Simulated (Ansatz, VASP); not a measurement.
W: VASP beside Ansatz

```xyz
1
Lattice="-1.5848 1.5848 1.5848 1.5848 -1.5848 1.5848 1.5848 1.5848 -1.5848" Properties=species:S:1:pos:R:3 pbc="T T T"
W     0.0000    0.0000    0.0000
```

Alike in both runs: task single point; functional r2SCAN; k mesh 14 × 14 × 14; no spin polarisation.

```csv
,VASP,Ansatz
version,VASP 6.6.1,Ansatz 0.2.0
potentials or method,"VASP PAW PBE potentials, release 64 (W_sv), cutoff 520 eV","plane waves (500 eV) with PAW, scalar-relativistic"
occupations,"methfessel-paxton of order 1, width 0.03 eV","cold, width 0.03 eV"
valence electrons in the cell,14,14
```

VASP gave:

* pressure (GPa): 1.4

Question: Which values does Ansatz return?

Answer: Pressure (GPa): 0.2.

VASP's potentials were made for PBE, not for r2SCAN.

Neither program's run includes spin-orbit coupling.
